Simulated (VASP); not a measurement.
# CsNdBr4 (F-43m) in VASP: single point with PBE

Aim: the single point of CsNdBr4 with PBE.

All numbers are computed with VASP 6.6.1; they aren't measurements. Logs are shortened: lines on timing, memory, paths and dates and some standing lists are left out, and cuts for length are marked.

**1. The cell of the first run**

It takes space group F-43m (No. 216, cubic). The conventional cell has a = 11.522 Å, b = 11.522 Å, c = 11.522 Å, α = 90.00°, β = 90.00°, γ = 90.00°. Within 4.2 Å of Cs (site symmetry -43m) lie 4 Br at 3.21 Å. Br (site symmetry 3m) has 3 Br at 2.90 Å and 1 Cs at 3.21 Å within 3.8 Å.

The cell was built from a structure type or drawn by symmetry, and may not be a known phase.

**2. Single point, PBE**

Input file INCAR:

```
  PREC = Accurate
  ENCUT = 600
  EDIFF = 1E-6
  ISMEAR = 0
  SIGMA = 0.1
  LREAL = F
  LASPH = T
  NELM = 200
  ALGO = Normal
  ISIF = 2
  LWAVE = F
  LCHARG = T
  GGA = PE
  LELF = T
  LVHAR = T
  NBANDS = 34
  GGA_COMPAT = F
  LMAXMIX = 6
```

Input file KPOINTS:

```
Automatic mesh
0
Gamma
  4 4 4
```

Input file POSCAR:

```
CsNdBr4
1.0
    0.0000000000      5.7610097700      5.7610097700
    5.7610097700      0.0000000000      5.7610097700
    5.7610097700      5.7610097700      0.0000000000
Cs Nd Br
1 1 4
Direct
    0.5000000000      0.5000000000      0.5000000000
    0.2500000000      0.2500000000      0.2500000000
    0.6610905700      0.6610905700      0.6610905700
    0.6610905700      0.6610905700      0.0167282900
    0.6610905700      0.0167282900      0.6610905700
    0.0167282900      0.6610905700      0.6610905700
```

Potentials or basis: VASP PAW PBE potentials, release 64 (Cs_sv, Nd, Br).

Command:

```console
$ cat potpaw_PBE.64/Cs_sv/POTCAR potpaw_PBE.64/Nd/POTCAR potpaw_PBE.64/Br/POTCAR > POTCAR
$ mpirun -np 1 vasp_std > vasp.out
```

OUTCAR:

```text
PREC = Accurate
   ENCUT = 600
   EDIFF = 1E-6
   ISMEAR = 0
   LREAL = F
   LASPH = T
   NELM = 200
   ISIF = 2
   GGA = PE

 ion  position               nearest neighbor table
   1  0.500  0.500  0.500-
   2  0.250  0.250  0.250-
   3  0.661  0.661  0.661-
   4  0.661  0.661  0.017-
   5  0.661  0.017  0.661-
   6  0.017  0.661  0.661-

  LATTYP: Found a face centered cubic cell.
 ALAT       =    11.5220195400

  Lattice vectors:

 A1 = (   0.0000000000,   5.7610097700,   5.7610097700)
 A2 = (   5.7610097700,   0.0000000000,   5.7610097700)
 A3 = (   5.7610097700,   5.7610097700,   0.0000000000)

Analysis of symmetry for initial positions (statically):
=====================================================================
 Subroutine PRICEL returns:
 Original cell was already a primitive cell.

 Routine SETGRP: Setting up the symmetry group for a
 face centered cubic supercell.

 Subroutine GETGRP returns: Found 24 space group operations
 (whereof 24 operations were pure point group operations)
 out of a pool of 48 trial point group operations.

The static configuration has the point symmetry T_d .

Analysis of symmetry for dynamics (positions and initial velocities):
=====================================================================
 Subroutine PRICEL returns:
 Original cell was already a primitive cell.

 Routine SETGRP: Setting up the symmetry group for a
 face centered cubic supercell.

 Subroutine GETGRP returns: Found 24 space group operations
 (whereof 24 operations were pure point group operations)
 out of a pool of 48 trial point group operations.

The dynamic configuration has the point symmetry T_d .

 Subroutine INISYM returns: Found 24 space group operations
 (whereof 24 operations are pure point group operations),
 and found     1 'primitive' translations

----------------------------------------------------------------------------------------

                                     Primitive cell

  volume of cell :     382.4070

  direct lattice vectors                    reciprocal lattice vectors
[... 75 lines left out ...]
   LASPH  =      T    aspherical Exc in radial PAW
   ENCUT  =  600.0 eV  44.10 Ry    6.64 a.u.  16.27 16.27 16.27*2*pi/ulx,y,z
   NELM   =    200;   NELMIN=  2; NELMDL= -5     # of ELM steps
   EDIFF  = 0.1E-05   stopping-criterion for ELM
   LREAL  =      F    real-space projection
   EDIFFG = 0.1E-04   stopping-criterion for IOM
   NSW    =      0    number of steps for IOM
   IBRION =     -1    ionic relax: 0-MD 1-quasi-New 2-CG
   NFREE  =      0    steps in history (QN), initial steepest desc. (CG)
   ISIF   =      2    stress and relaxation
   ISYM   =      2    0-nonsym 1-usesym 2-fastsym
   POTIM  = 0.5000    time-step for ionic-motion
   TEBEG  =    0.0;   TEEND  =   0.0 temperature during run
   PSTRESS=    0.0 pullay stress
   NELECT =      51.0000    total number of electrons
   NUPDOWN=      -1.0000    fix difference up-down
   EMIN   =  10.00;   EMAX   =-10.00  energy-range for DOS
   EFERMI =   0.00;   METHOD = LEGACY
   ISMEAR =     0;   SIGMA  =   0.10  broadening in eV -4-tet -1-fermi 0-gaus
   EFERMI_NEDOS =   21; number of points for ismear=-14 and -15
   IALGO  =     38    algorithm
   IMIX   =      4    mixing-type and parameters
     AMIX     =   0.40;   BMIX     =  1.00
     AMIX_MAG =   1.60;   BMIX_MAG =  1.00
  volume/ion in A,a.u.               =      63.73       430.10
  Fermi-wavevector in a.u.,A,eV,Ry     =   0.836417  1.580599  9.518550  0.699594
  Thomas-Fermi vector in A             =   1.950138
   LORBIT       =      0    0 simple, 1 ext, 2 COOP (PROOUT), +10 PAW based schemes
   GGA     = PE    functional components
   LHFCALC =     F    Hartree Fock is set to
   AEXX    =    0.0000 exact exchange contribution
   IVDW    =     0    specifies the selected vdW correction
   LEPSILON=     F    determine dielectric tensor
   LRPA    =     F    only Hartree local field effects (RPA)
 non-spin polarized calculation
 Gauss-broadening in eV      SIGMA  =   0.10
  energy-cutoff  :      600.00
  volume of cell :      382.41
 maximum number of plane-waves:     12776
 NGX is ok and might be reduce to    70
   NGX = 33   NGY = 33   NGZ = 33

 number of electron      51.0000003 magnetization

 Free energy of the ion-electron system (eV)
  ---------------------------------------------------
  ext. energy  EPLUGINS =         0.00000000
  ---------------------------------------------------
  free energy    TOTEN  =       -10.75418389 eV

  energy without entropy =      -10.36069456  energy(sigma->0) =      -10.55743923

 E-fermi :  -0.7955     XC(G=0):  -5.7461

 val. band max:       -0.7992396128   @ k =   0.5000   0.5000   0.0000
 cond. band min:      -0.7572498917   @ k =   0.0000   0.0000   0.0000
 fundamental gap:      0.0419897211
 Fermi energy:        -0.7955110589

 k-point     1 :       0.0000    0.0000    0.0000
  band No.  band energies     occupation
      1     -39.4666      2.00000
      2     -21.3349      2.00000
      3     -20.9953      2.00000
      4     -20.9953      2.00000
      5     -20.9953      2.00000
      6     -15.4802      2.00000
[... 285 lines left out ...]
     33       0.0996      0.00000
     34       0.1056      0.00000

------------------------ aborting loop because EDIFF is reached ----------------------------------------

  FORCE on cell =-STRESS in cart. coord.  units (eV):
  Direction    XX          YY          ZZ          XY          YZ          ZX
  --------------------------------------------------------------------------------------
  -------------------------------------------------------------------------------------
  Total        4.1171147      4.1171147      4.1171147      0.0000000      0.0000000      0.0000000
  in kB       17.2495479     17.2495479     17.2495479      0.0000000      0.0000000      0.0000000
  external PRESSURE =      17.2495479 kB  Pullay stress =       0.0000000 kB

 VOLUME and BASIS-vectors are now :
 -----------------------------------------------------------------------------
  energy-cutoff  :      600.00
  volume of cell :      382.41
      direct lattice vectors                 reciprocal lattice vectors
     0.000000000  5.761009770  5.761009770    -0.086790341  0.086790341  0.086790341
     5.761009770  0.000000000  5.761009770     0.086790341 -0.086790341  0.086790341
     5.761009770  5.761009770  0.000000000     0.086790341  0.086790341 -0.086790341

 POSITION                                       TOTAL-FORCE (eV/Angst)
 -----------------------------------------------------------------------------------
      5.76101      5.76101      5.76101        -0.000000     -0.000000     -0.000000
      2.88050      2.88050      2.88050        -0.000000     -0.000000     -0.000000
      7.61710      7.61710      7.61710        -1.470127     -1.470127     -1.470127
      3.90492      3.90492      7.61710         1.470127      1.470127     -1.470127
      3.90492      7.61710      3.90492         1.470127     -1.470127      1.470127
      7.61710      3.90492      3.90492        -1.470127      1.470127      1.470127
 -----------------------------------------------------------------------------------
    total drift:                                0.000000      0.000000      0.000000

  FREE ENERGIE OF THE ION-ELECTRON SYSTEM (eV)
  ---------------------------------------------------
  free  energy   TOTEN  =       -10.7541838881 eV

  energy  without entropy=      -10.3606945647  energy(sigma->0) =      -10.55743923
```

Run time: 20 min. Hardware: 1 thread of Intel Xeon 8259CL, shared host; peak memory 0.81 GiB.

Results:

```
Free energy            : -10.7542 eV
Pressure               : 1.7 GPa
Largest force          : 2.546 eV/Å
Band gap on the k mesh : zero (an odd number of electrons rules out a gap without spin polarisation)
```

Forces in eV/Å, atoms in the order of the input:
```
Cs   0.000  0.000  0.000
Nd   0.000  0.000  0.000
Br  -1.470 -1.470 -1.470
Br   1.470  1.470 -1.470
Br   1.470 -1.470  1.470
Br  -1.470  1.470  1.470
```

Caveat: spin-orbit coupling is left out, which moves the levels of the heavy elements; an odd number of electrons without spin polarisation forces a metal; a magnetic or distorted state may lie lower; the run has no spin polarisation, though such a crystal can be magnetic; semilocal functionals describe open f shells poorly, which spoils levels, moments and volumes.
